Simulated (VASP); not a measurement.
# Pt (C2/m) in VASP: single point with PBEsol

Aim: the single point of Pt with PBEsol.

All numbers are computed with VASP 6.6.1; they aren't measurements. Logs are shortened: lines on timing, memory, paths and dates and some standing lists are left out, and cuts for length are marked.

## (1) The cell of the first run

It takes space group C2/m (No. 12, monoclinic). Conventional cell: a = 3.125 Å, b = 4.414 Å, c = 2.568 Å, α = 90.00°, β = 121.16°, γ = 90.00°. Within 3.4 Å of Pt (site symmetry 2/m) lie 14 Pt at 2.57 to 3.13 Å.

## (2) Single point, PBEsol (engineering shear strain xz -0.0750, engineering shear strain yz -0.0750)

The input, INCAR:

```
ALGO     = Fast           # electronic algorithm
EDIFF    = 1E-7           # SCF threshold, eV
ENCUT    = 520            # plane-wave cutoff, eV
GGA      = PS             # functional
ISIF     = 2              # what is computed and relaxed
ISMEAR   = 0              # smearing method
LASPH    = True           # aspherical terms in the spheres
LCHARG   = False          # write CHGCAR
LREAL    = False          # projectors in reciprocal space
LWAVE    = False          # write WAVECAR
NBANDS   = 11             # bands
NELM     = 80             # most SCF steps
PREC     = Accurate       # precision mode
SIGMA    = 0.15           # smearing width, eV
```

The input, KPOINTS:

```
k-points
0
Gamma
  20 20 20
```

The input, POSCAR:

```
Pt
1.0
   -1.6189588721      1.5019257007      1.5604422864
    1.5019257007     -1.6189588721      1.5604422864
    1.6189588721      1.6189588721     -1.6774754579
Pt
1
Direct
    0.0000000000      0.0000000000      0.0000000000
```

Potentials or basis: VASP PAW PBE potentials, release 64 (Pt).

Started as:

```
cat potpaw_PBE.64/Pt/POTCAR > POTCAR
mpirun -np 1 vasp_std > vasp.out
```

OUTCAR:

```text
EDIFF = 1E-7
   ENCUT = 520
   GGA = PS
   ISIF = 2
   ISMEAR = 0
   LASPH = True
   LREAL = False
   NELM = 80
   PREC = Accurate

 ion  position               nearest neighbor table
   1  0.000  0.000  0.000-

  Warning from LATTYP: Got some problem with cell dimensions!
  Tried to take original basis but could not verify dimensions!
  LATTYP: Found a base centered monoclinic cell.
 ALAT       =     3.1252702352
 B/A-ratio  =     1.4122290097
 C/A-ratio  =     0.8217118387
 COS(beta)  =    -0.5174689300

  Lattice vectors:

 A1 = (   1.6189588721,  -1.5019257007,  -1.5604422864)
 A2 = (  -1.5019257007,   1.6189588721,  -1.5604422864)
 A3 = (   1.5019257007,   1.5019257007,   1.4434091149)

Analysis of symmetry for initial positions (statically):
=====================================================================
 Subroutine PRICEL returns:
 Original cell was already a primitive cell.

 Routine SETGRP: Setting up the symmetry group for a
 base centered monoclinic supercell.

 Subroutine GETGRP returns: Found  4 space group operations
 (whereof  4 operations were pure point group operations)
 out of a pool of  4 trial point group operations.

The static configuration has the point symmetry C_2h.

Analysis of symmetry for dynamics (positions and initial velocities):
=====================================================================
 Subroutine PRICEL returns:
 Original cell was already a primitive cell.

 Routine SETGRP: Setting up the symmetry group for a
 base centered monoclinic supercell.

 Subroutine GETGRP returns: Found  4 space group operations
 (whereof  4 operations were pure point group operations)
 out of a pool of  4 trial point group operations.

The dynamic configuration has the point symmetry C_2h.

 Subroutine INISYM returns: Found  4 space group operations
 (whereof  4 operations are pure point group operations),
 and found     1 'primitive' translations

----------------------------------------------------------------------------------------

                                     Primitive cell

  volume of cell :      15.1558

  direct lattice vectors                    reciprocal lattice vectors
    -1.618958872  1.501925701  1.560442286     0.012501578  0.332923554  0.333375418
     1.501925701 -1.618958872  1.560442286     0.332923554  0.012501578  0.333375418
     1.618958872  1.618958872 -1.677475458     0.321325704  0.321325704  0.024099428

  length of vectors
     2.704031947  2.704031947  2.838305757     0.471310462  0.471310462  0.455061752

  position of ions in fractional coordinates (direct lattice)
     0.000000000  0.000000000  0.000000000

  ion indices of the primitive-cell ions
   primitive index   ion index
                 1           1

----------------------------------------------------------------------------------------

 KPOINTS: k-points

Automatic generation of k-mesh.
 Grid dimensions read from file:
 generate k-points for:   20   20   20

 Generating k-lattice:

  Cartesian coordinates                     Fractional coordinates (reciprocal lattice)
     0.000625079  0.016646178  0.016668771     0.050000000 -0.000000000  0.000000000
     0.016646178  0.000625079  0.016668771    -0.000000000  0.050000000  0.000000000
     0.016066285  0.016066285  0.001204971    -0.000000000 -0.000000000  0.050000000

  Length of vectors
     0.023565523  0.023565523  0.022753088

  Shift w.r.t. Gamma in fractional coordinates (k-lattice)
     0.000000000  0.000000000  0.000000000

 Subroutine IBZKPT returns following result:
 ===========================================

 Found   2112 irreducible k-points:

 Following reciprocal coordinates:
            Coordinates               Weight
  0.000000  0.000000  0.000000      1.000000
  0.050000  0.000000 -0.000000      4.000000
  0.100000  0.000000  0.000000      4.000000
  0.150000  0.000000 -0.000000      4.000000
  0.200000  0.000000  0.000000      4.000000
  0.250000  0.000000 -0.000000      4.000000
[... 16 lines left out ...]
 -0.400000  0.050000  0.000000      4.000000
 -0.350000  0.050000  0.000000      4.000000
 [... further k-points ...]
   k-points           NKPTS =   2112   k-points in BZ     NKDIM =   2112   number of bands    NBANDS=     11
   number of dos      NEDOS =    301   number of ions     NIONS =      1
   total plane-waves  NPLWV =   9600
   dimension x,y,z NGX =    20 NGY =   20 NGZ =   24
   dimension x,y,z NGXF=    40 NGYF=   40 NGZF=   48
   ions per type =               1
   NGX,Y,Z   is equivalent  to a cutoff of  12.30, 12.30, 14.06 a.u.
   NGXF,Y,Z  is equivalent  to a cutoff of  24.59, 24.59, 28.11 a.u.
 SYSTEM =  unknown system
   PREC   = accura    normal or accurate (medium, high low for compatibility)
   ISTART =      0    job   : 0-new  1-cont  2-samecut
   ICHARG =      2    charge: 1-file 2-atom 10-const
   ISPIN  =      1    spin polarized calculation?
   LNONCOLLINEAR =      F non collinear calculations
   LSORBIT =      F    spin-orbit coupling
   LASPH  =      T    aspherical Exc in radial PAW
   ENCUT  =  520.0 eV  38.22 Ry    6.18 a.u.   5.03  5.03  5.28*2*pi/ulx,y,z
   NELM   =     80;   NELMIN=  2; NELMDL= -5     # of ELM steps
   EDIFF  = 0.1E-06   stopping-criterion for ELM
   LREAL  =      F    real-space projection
   EDIFFG = 0.1E-05   stopping-criterion for IOM
   NSW    =      0    number of steps for IOM
   IBRION =     -1    ionic relax: 0-MD 1-quasi-New 2-CG
   NFREE  =      0    steps in history (QN), initial steepest desc. (CG)
   ISIF   =      2    stress and relaxation
   ISYM   =      2    0-nonsym 1-usesym 2-fastsym
   POTIM  = 0.5000    time-step for ionic-motion
   TEBEG  =    0.0;   TEEND  =   0.0 temperature during run
   PSTRESS=    0.0 pullay stress
   NELECT =      10.0000    total number of electrons
   NUPDOWN=      -1.0000    fix difference up-down
   EMIN   =  10.00;   EMAX   =-10.00  energy-range for DOS
   EFERMI =   0.00;   METHOD = LEGACY
   ISMEAR =     0;   SIGMA  =   0.15  broadening in eV -4-tet -1-fermi 0-gaus
   EFERMI_NEDOS =   21; number of points for ismear=-14 and -15
   IALGO  =     68    algorithm
   IMIX   =      4    mixing-type and parameters
     AMIX     =   0.40;   BMIX     =  1.00
     AMIX_MAG =   1.60;   BMIX_MAG =  1.00
  volume/ion in A,a.u.               =      15.16       102.28
  Fermi-wavevector in a.u.,A,eV,Ry     =   1.425219  2.693273 27.636812  2.031248
  Thomas-Fermi vector in A             =   2.545626
   LORBIT       =      0    0 simple, 1 ext, 2 COOP (PROOUT), +10 PAW based schemes
   GGA     = PS    functional components
   LHFCALC =     F    Hartree Fock is set to
   AEXX    =    0.0000 exact exchange contribution
   IVDW    =     0    specifies the selected vdW correction
   LEPSILON=     F    determine dielectric tensor
   LRPA    =     F    only Hartree local field effects (RPA)
 non-spin polarized calculation
 RMM-DIIS sequential band-by-band and
 Gauss-broadening in eV      SIGMA  =   0.15
  energy-cutoff  :      520.00
  volume of cell :       15.16
 maximum number of plane-waves:       421
   NGX = 11   NGY = 11   NGZ = 11

 number of electron      10.0000000 magnetization

 Free energy of the ion-electron system (eV)
  ---------------------------------------------------
  ext. energy  EPLUGINS =         0.00000000
  ---------------------------------------------------
  free energy    TOTEN  =        -6.76408071 eV

  energy without entropy =       -6.75333091  energy(sigma->0) =       -6.75870581

 E-fermi :  10.7470     XC(G=0): -13.5818

 val. band max:       10.7467409171   @ k =  -0.3000   0.5000   0.1500
 cond. band min:      10.7469878517   @ k =   0.0500   0.0000   0.5000
 fundamental gap:      0.0002469346
 Fermi energy:        10.7469524304

 k-point     1 :       0.0000    0.0000    0.0000
  band No.  band energies     occupation
      1       0.7746      2.00000
      2       6.2083      2.00000
      3       6.9396      2.00000
      4       7.8021      2.00000
      5       9.8399      2.00000
      6       9.9321      2.00000
      7      26.8816      0.00000
      8      27.8006      0.00000
      9      28.7687      0.00000
     10      37.6140      0.00000
     11      38.3662      0.00000

 k-point     2 :       0.0500    0.0000   -0.0000
  band No.  band energies     occupation
      1       0.8926      2.00000
      2       6.2914      2.00000
      3       6.9659      2.00000
      4       7.7669      2.00000
      5       9.7810      2.00000
      6       9.8708      2.00000
      7      26.9931      0.00000
      8      27.9794      0.00000
      9      28.9058      0.00000
     10      36.0376      0.00000
     11      37.6332      0.00000

 k-point     3 :       0.1000    0.0000    0.0000
  band No.  band energies     occupation
      1       1.2385      2.00000
      2       6.5115      2.00000
      3       7.0483      2.00000
      4       7.6810      2.00000
      5       9.5337      2.00000
      6       9.8050      2.00000
      7      27.2762      0.00000
      8      28.4803      0.00000
      9      29.2369      0.00000
     10      34.2892      0.00000
     11      36.1402      0.00000

 k-point     4 :       0.1500    0.0000   -0.0000
  band No.  band energies     occupation
      1       1.7844      2.00000
      2       6.7241      2.00000
      3       7.1929      2.00000
      4       7.6635      2.00000
      5       9.2169      2.00000
      6       9.7431      2.00000
      7      27.5325      0.00000
      8      29.0697      0.00000
      9      29.5771      0.00000
     10      33.0221      0.00000
     11      34.5370      0.00000

 k-point     5 :       0.2000    0.0000    0.0000
  band No.  band energies     occupation
      1       2.4701      2.00000
      2       6.7270      2.00000
      3       7.2371      2.00000
      4       8.0585      2.00000
      5       8.9892      2.00000
      6       9.6903      2.00000
      7      27.3630      0.00000
      8      28.5480      0.00000
      9      30.3544      0.00000
     10      32.6799      0.00000
     11      33.6266      0.00000
[... 211 lines left out ...]
 k-point    21 :       0.5000    0.0500    0.0000
  band No.  band energies     occupation
      1       3.9417      2.00000
      2       5.7574      2.00000
      3       9.2934      2.00000
      4       9.5001      2.00000
      5      11.0748      0.00200
      6      12.6194      0.00000
      7      18.6369      0.00000
      8      23.5005      0.00000
      9      26.5323      0.00000
     10      33.8353      0.00000
     11      35.1936      0.00000

 k-point    22 :      -0.4500    0.0500    0.0000
  band No.  band energies     occupation
      1       3.9870      2.00000
      2       5.8357      2.00000
      3       9.0591      2.00000
      4       9.5405      2.00000
      5      10.4436      1.99576
      6      11.9916      0.00000
      7      19.8185      0.00000
      8      23.8284      0.00000
      9      27.1633      0.00000
     10      34.2386      0.00000
     11      34.8715      0.00000

 k-point    23 :      -0.4000    0.0500    0.0000
  band No.  band energies     occupation
      1       4.0225      2.00000
      2       5.9827      2.00000
      3       8.5456      2.00000
      4       9.4354      2.00000
      5       9.7780      2.00000
      6      11.1980      0.00002
      7      21.6212      0.00000
      8      24.4291      0.00000
      9      28.2461      0.00000
     10      34.1718      0.00000
     11      34.9346      0.00000

 k-point    24 :      -0.3500    0.0500    0.0000
  band No.  band energies     occupation
      1       3.9198      2.00000
      2       6.1874      2.00000
      3       7.7890      2.00000
      4       9.0802      2.00000
      5       9.6859      2.00000
      6      10.3401      1.99987
      7      23.7070      0.00000
      8      25.2491      0.00000
      9      29.5178      0.00000
     10      33.1685      0.00000
     11      35.1869      0.00000

 [... further k-points ...]
[... 5 lines left out ...]
  --------------------------------------------------------------------------------------
  -------------------------------------------------------------------------------------
  Total        0.4382507      0.4382507      0.3086884      0.4869124      1.2650504      1.2650510
  in kB       46.3290317     46.3290317     32.6325413     51.4732340    133.7329618    133.7330214
  external PRESSURE =      41.7635349 kB  Pullay stress =       0.0000000 kB

 VOLUME and BASIS-vectors are now :
 -----------------------------------------------------------------------------
  energy-cutoff  :      520.00
  volume of cell :       15.16
      direct lattice vectors                 reciprocal lattice vectors
    -1.618958872  1.501925701  1.560442286     0.012501578  0.332923554  0.333375418
     1.501925701 -1.618958872  1.560442286     0.332923554  0.012501578  0.333375418
     1.618958872  1.618958872 -1.677475458     0.321325704  0.321325704  0.024099428

 POSITION                                       TOTAL-FORCE (eV/Angst)
 -----------------------------------------------------------------------------------
      0.00000      0.00000      0.00000         0.000000      0.000000      0.000000
 -----------------------------------------------------------------------------------
    total drift:                               -0.000000     -0.000000      0.000000

  FREE ENERGIE OF THE ION-ELECTRON SYSTEM (eV)
  ---------------------------------------------------
  free  energy   TOTEN  =        -6.7640807080 eV

  energy  without entropy=       -6.7533309066  energy(sigma->0) =       -6.75870581
```

It took 5.1 min on 1 thread of Intel Xeon 6975P-C, shared host; peak memory 0.45 GiB.

Results:

```yaml
Free_energy: -6.7641 eV
Pressure: 4.2 GPa
Band_gap_on_the_k_mesh: zero (band 5 reaches 12.20 eV, above the bottom of band 6 at 9.48 eV)
```

Stress tensor (GPa, compression positive):
```
 4.63  5.15 13.37
 5.15  4.63 13.37
13.37 13.37  3.26
```

Levels at points of the mesh, in eV from the Fermi level:
| k point | band 2 | band 3 | band 4 | band 5 | band 6 | band 7 | band 8 | band 9 |
| --- | --- | --- | --- | --- | --- | --- | --- | --- |
| (0.00, 0.00, 0.00) | -4.54 | -3.81 | -2.94 | -0.91 | -0.81 | 16.13 | 17.05 | 18.02 |
| (0.50, 0.00, 0.00) | -5.03 | -1.41 | -1.07 | 0.71 | 1.49 | 7.76 | 12.58 | 15.99 |
| (0.50, 0.50, 0.00) | -5.37 | -1.03 | -0.58 | 0.09 | 1.17 | 6.61 | 12.40 | 17.20 |
| (0.00, 0.00, 0.50) | -5.20 | -1.22 | -0.76 | 0.17 | 0.98 | 7.02 | 13.32 | 16.32 |
| (0.50, 0.00, 0.50) | -5.52 | -0.82 | -0.40 | -0.30 | 0.85 | 5.80 | 13.51 | 17.09 |
| (0.50, 0.50, 0.50) | -6.46 | -0.15 | 0.62 | 1.36 | 7.73 | 7.77 | 7.94 | 13.64 |

Caveat: the cell differs from its parent crystal (engineering shear strain xz -0.0750, engineering shear strain yz -0.0750); the PAW data sets were made with another functional, which shifts forces and pressure a little; spin-orbit coupling is left out, which moves the levels of the heavy elements.
